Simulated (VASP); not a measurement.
Zr2Si3:

```xyz
5
Lattice="4.1277 0.0000 0.0000 -2.0638 3.5747 0.0000 0.0000 0.0000 5.0686" Properties=species:S:1:pos:R:3 pbc="T T T"
Zr    2.0638    1.1916    2.5343
Zr    0.0000    2.3831    0.0000
Si    0.0000    0.0000    3.7781
Si    0.0000    0.0000    1.2905
Si    2.0638    1.1916    0.0000
```

```yaml
Program: VASP 6.6.1
Task: relaxation of cell and atoms
Functional: PBE
Potentials_or_basis: VASP PAW PBE potentials, release 64 (Zr_sv, Si)
Cutoff: 600 eV
k_mesh: 6 × 6 × 4
Occupations: gaussian, width 0.1 eV
Spin: no spin polarisation
```

At the start: pressure 33.9 GPa; volume 14.96 Å³/atom.

Where does the relaxation end?

Over 11 steps the energy falls by 325.0 meV/atom and the volume is 18.38 Å³/atom (+22.9 %); space group P-6m2 (No. 187, to 0.05 Å).

Step by step:
```tsv
step	energy change (eV)	largest force (eV/Å)	pressure (GPa)	volume (Å³)
1	0.0000	0.1216	33.90	74.79
2	-0.3347	0.0783	-15.18	114.45
3	-1.6022	0.0804	-1.04	92.84
4	-1.6037	0.0817	-0.47	92.34
5	-1.6036	0.0828	-0.03	91.97
6	-1.6204	0.1215	0.27	91.70
7	-1.6216	0.1347	0.42	91.59
8	-1.6233	0.0952	-0.27	92.17
9	-1.6233	0.0930	-0.31	92.21
10	-1.6246	0.0461	-0.12	92.06
11	-1.6250	0.0050	0.06	91.92
```

Final structure:
```
Zr Si
1.0
     4.49844    0.00000    0.00000
    -2.24922    3.89577    0.00000
     0.00000    0.00000    5.24512
Zr Si
2 3
Cartesian
  2.2492 1.2986 2.6226
  0.0000 2.5972 5.2451
  0.0000 0.0000 3.9400
  0.0000 0.0000 1.3051
  2.2492 1.2986 0.0000
```

Caveat: the volume moved by over 15 % at a fixed basis, so the end points are rough.
